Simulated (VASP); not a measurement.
Write the native input for VASP 6.6.1 that does the following.

* Task: single point
* Functional: PBE
* Potentials or basis: VASP PAW PBE potentials, release 64 (Ca_sv, B)
* Cutoff: 520 eV
* k mesh: 3 × 3 × 6
* Occupations: gaussian, width 0.1 eV
* Spin: no spin polarisation
* Dipole correction: no
* Further INCAR settings: ALGO = Normal; EDIFF = 1e-06; NBANDS = 29

The structure of CaB3 lies in POSCAR:

```
CaB3
1.0
    7.5585242800      0.0000000000      0.0000000000
   -3.7792621400      6.5458740400      0.0000000000
    0.0000000000      0.0000000000      3.4446758600
Ca B
2 6
Direct
    0.3333333300      0.6666666700      0.0000000000
    0.6666666700      0.3333333300      0.0000000000
    0.8099998000      0.1900002000      0.5000000000
    0.8099998000      0.6199996000      0.5000000000
    0.3800004000      0.1900002000      0.5000000000
    0.1900002000      0.8099998000      0.5000000000
    0.1900002000      0.3800004000      0.5000000000
    0.6199996000      0.8099998000      0.5000000000
```

The cell was generated, and may not be a known phase.

The input as run:

INCAR

```
ALGO     = Normal         # electronic algorithm
EDIFF    = 1E-6           # SCF threshold, eV
ENCUT    = 520            # plane-wave cutoff, eV
GGA      = PE             # functional
ISIF     = 2              # what is computed and relaxed
ISMEAR   = 0              # smearing method
LASPH    = T              # aspherical terms in the spheres
LCHARG   = F              # write CHGCAR
LREAL    = F              # projectors in reciprocal space
LWAVE    = F              # write WAVECAR
NBANDS   = 29             # bands
NELM     = 60             # most SCF steps
PREC     = Accurate       # precision mode
SIGMA    = 0.1            # smearing width, eV
```

KPOINTS

```
k-points
0
Gamma
  3 3 6
```

Potentials or basis: VASP PAW PBE potentials, release 64 (Ca_sv, B).

Command:

```bash
$ cat potpaw_PBE.64/Ca_sv/POTCAR potpaw_PBE.64/B/POTCAR > POTCAR
$ mpirun -np 1 vasp_std > vasp.out
```

It gave:

```yaml
Pressure: -5.4 GPa
Largest_force: 2.400 eV/Å
Band_gap_on_the_k_mesh: zero (bands 19 and 20 overlap by 1.19 eV)
```

Caveat: the stress differs along the axes, from -11 to 5 GPa; forces of over 1 eV/Å act on the atoms, so gaps and moduli don't describe the material at rest.

Run time: 2 min on 1 thread of Oxide Virtual Turin-like Processor (shared host), peak memory 0.25 GiB.
